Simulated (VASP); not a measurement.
# Ga (P6/mmm) in VASP: further runs, part 2 of 2

VASP 6.6.1. Earlier steps stand in the parts before.

## Step 3: Relaxation of cell and atoms, PBE

This run uses another cell than the first one, of 22.28 Å³/atom, 1.162 times its volume.

The input, INCAR:

```
PREC = Accurate
ENCUT = 600
EDIFF = 1E-6
ISMEAR = 0
SIGMA = 0.1
LREAL = False
LASPH = True
NELM = 100
ALGO = Normal
ISIF = 3
LWAVE = False
LCHARG = False
GGA = PE
IBRION = 2
NSW = 90
EDIFFG = -0.04
```

The input, KPOINTS:

```
regular mesh
0
Gamma
  6 6 6
```

The input, POSCAR:

```
Ga
1.0
    5.0119312364      0.0000000000      0.0000000000
   -2.5059656182      4.3404597727      0.0000000000
    0.0000000000      0.0000000000      3.0725317580
Ga
3
Direct
    0.0000000000      0.0000000000      0.0000000000
    0.3333333333      0.6666666667      0.5000000000
    0.6666666667      0.3333333333      0.5000000000
```

Potentials or basis: VASP PAW PBE potentials, release 64 (Ga_d).

Run with:

```sh
$ cat potpaw_PBE.64/Ga_d/POTCAR > POTCAR
$ mpirun -np 1 vasp_std > vasp.out
```

OUTCAR:

```text
PREC = Accurate
   ENCUT = 600
   EDIFF = 1E-6
   ISMEAR = 0
   LREAL = False
   LASPH = True
   NELM = 100
   ISIF = 3
   GGA = PE
   IBRION = 2
   NSW = 90
   EDIFFG = -0.04

 ion  position               nearest neighbor table
   1  0.000  0.000  0.000-
   2  0.333  0.667  0.500-   3 2.89   3 2.89   3 2.89
   3  0.667  0.333  0.500-   2 2.89   2 2.89   2 2.89

  LATTYP: Found a hexagonal cell.
 ALAT       =     5.0119312364
 C/A-ratio  =     0.6130434783

  Lattice vectors:

 A1 = (   5.0119312364,   0.0000000000,   0.0000000000)
 A2 = (  -2.5059656182,   4.3404597727,   0.0000000000)
 A3 = (   0.0000000000,   0.0000000000,   3.0725317580)

Analysis of symmetry for initial positions (statically):
=====================================================================
 Subroutine PRICEL returns:
 Original cell was already a primitive cell.
[... 176 lines left out ...]

 val. band max:        3.9457116250   @ k =   0.5000   0.0000   0.3333
 cond. band min:       4.0327602623   @ k =   0.1667   0.0000   0.5000
 fundamental gap:      0.0870486373
 Fermi energy:         3.9931294973

 k-point     1 :       0.0000    0.0000    0.0000
  band No.  band energies     occupation
      1     -10.8182      2.00000
      2     -10.7069      2.00000
      3     -10.6916      2.00000
      4     -10.6916      2.00000
      5     -10.6498      2.00000
      6     -10.6478      2.00000
[... 836 lines left out ...]
--------------------------------------- Ionic step        7  -------------------------------------------

 number of electron      39.0000003 magnetization

 Free energy of the ion-electron system (eV)
  ---------------------------------------------------
  ext. energy  EPLUGINS =         0.00000000
  ---------------------------------------------------
  free energy    TOTEN  =        -8.67939069 eV

  energy without entropy =       -8.67664613  energy(sigma->0) =       -8.67801841

 E-fermi :   5.3230     XC(G=0): -10.9346

 val. band max:        5.2087507661   @ k =   0.5000   0.0000   0.3333
 cond. band min:       5.3331058842   @ k =   0.3333   0.0000   0.5000
 fundamental gap:      0.1243551182
 Fermi energy:         5.3229989415

 k-point     1 :       0.0000    0.0000    0.0000
  band No.  band energies     occupation
      1      -9.6802      2.00000
      2      -9.5347      2.00000
      3      -9.5198      2.00000
      4      -9.4979      2.00000
      5      -9.4979      2.00000
      6      -9.4248      2.00000
[... 645 lines left out ...]
  FREE ENERGIE OF THE ION-ELECTRON SYSTEM (eV)
  ---------------------------------------------------
  free  energy   TOTEN  =        -8.6793906917 eV

  energy  without entropy=       -8.6766461337  energy(sigma->0) =       -8.67801841

 reached required accuracy - stopping structural energy minimisation
```

CONTCAR:

```text
Ga
   1.00000000000000
     4.8016312477827636    0.0000000000000000    0.0000000000000000
    -2.4008156238913818    4.1583346401473591   -0.0000000000000000
     0.0000000000000000    0.0000000000000000    2.8810809514283804
  Ga
     3
Direct
     1.0000000000000000    0.0000000000000000    1.0000000000000000
     0.3333333332999970    0.6666666667000030    0.5000000000000000
     0.6666666667000030    0.3333333332999970    0.5000000000000000

  0.00000000E+00  0.00000000E+00  0.00000000E+00
  0.00000000E+00  0.00000000E+00  0.00000000E+00
  0.00000000E+00  0.00000000E+00  0.00000000E+00
```

Run time: 2 min. Hardware: 1 thread of Intel Xeon 6975P-C (Granite Rapids), shared host; peak memory 0.22 GiB.

Results:

| Item | Value |
| --- | --- |
| Free energy | -8.6794 eV |
| Relaxed volume | 19.18 Å³/atom |
| Relaxed cell | a = 4.802 Å, b = 4.802 Å, c = 2.881 Å, α = 90.00°, β = 90.00°, γ = 120.00° |
| Space group after relaxing (to 0.05 Å) | P6/mmm (No. 191) |
| Energy gained by relaxing | 57.3 meV/atom |
| Ionic steps | 7 |
| Pressure after relaxing | 0.1 GPa |

The path:
```
step  energy change (eV)  largest force (eV/Å)  pressure (GPa)  volume (Å³)
   1              0.0000                0.0000           -4.90        66.84
   2             -0.1491                0.0000           -2.23        60.46
   3             -0.1701                0.0000            0.19        57.00
   4             -0.1705                0.0000            0.33        57.19
   5             -0.1662                0.0000           -0.96        58.81
   6             -0.1708                0.0000            0.07        57.51
   7             -0.1719                0.0000            0.07        57.53
```

Final structure:
```
CELL_PARAMETERS angstrom
4.80163 0.00000 0.00000
-2.40082 4.15833 0.00000
0.00000 0.00000 2.88108
ATOMIC_POSITIONS crystal
Ga 0.00000 0.00000 0.00000
Ga 0.33333 0.66667 0.50000
Ga 0.66667 0.33333 0.50000
```

## Step 4: Single point, PBE

This run uses another cell than the first one, of 19.25 Å³/atom, 1.004 times its volume.

The input, INCAR:

```
  ALGO = Fast
  EDIFF = 1E-7
  ENCUT = 520
  GGA = PE
  ISIF = 2
  ISMEAR = 0
  LASPH = True
  LCHARG = True
  LELF = True
  LREAL = False
  LVHAR = True
  LWAVE = False
  NBANDS = 26
  NELM = 100
  PREC = Accurate
  SIGMA = 0.1
```

The input, KPOINTS:

```
k-points
0
Gamma
  12 12 16
```

The input, POSCAR:

```
Ga
1.0
    4.8361187550      0.0000000000      0.0000000000
   -2.4180593775      4.1882016976      0.0000000000
    0.0000000000      0.0000000000      2.8508615209
Ga
3
Direct
    0.0000000000      0.0000000000      0.0000000000
    0.3333333333      0.6666666667      0.5000000000
    0.6666666667      0.3333333333      0.5000000000
```

Run with:

```sh
$ cat potpaw_PBE.64/Ga_d/POTCAR > POTCAR
$ mpirun -np 1 vasp_std > vasp.out
```

Wall time 2.2 min (1 thread of Intel Xeon 6975P-C (Granite Rapids), shared host); peak memory 0.3 GiB.

The run converged. Its results:

* Free energy: -8.6087 eV
* Pressure: 0.1 GPa

Levels at points of the mesh, in eV from the Fermi level:
```csv
k point,band 16,band 17,band 18,band 19,band 20,band 21,band 22,band 23
"(0.00, 0.00, 0.00)",-10.89,-3.28,-3.12,-1.42,-1.42,-1.30,-1.30,6.74
"(0.50, 0.00, 0.00)",-8.69,-8.68,-4.71,-3.73,3.76,3.89,5.08,5.27
"(0.00, 0.00, 0.50)",-6.55,-5.62,1.24,1.28,1.43,1.50,1.61,1.61
"(0.50, 0.00, 0.50)",-4.58,-4.24,-3.70,-3.13,-0.30,0.13,0.31,2.04
```

## Step 5: Summary

```tsv
task	cell	k mesh	cutoff (eV)	gap on the mesh (eV)	pressure (GPa)
single point	a = 4.802, b = 4.802, c = 2.881 Å, angles 90.0, 90.0, 120.0°, 3 atoms	6 × 6 × 6	520	none	0.1
relaxation of cell and atoms	relaxed from a = 5.012, b = 5.012, c = 3.073 Å, angles 90.0, 90.0, 120.0°, 3 atoms	6 × 6 × 6	600	none	0.1
single point	a = 4.836, b = 4.836, c = 2.851 Å, angles 90.0, 90.0, 120.0°, 3 atoms	12 × 12 × 16	520	none	0.1
```

Alike in all rows: level PBE; potentials or basis VASP PAW PBE potentials, release 64 (Ga_d); no spin polarisation; smearing gaussian 0.1 eV.

Caveats: some runs use coarse meshes.

Total energies depend on the potentials used, so only differences within one code and one set of settings carry meaning.
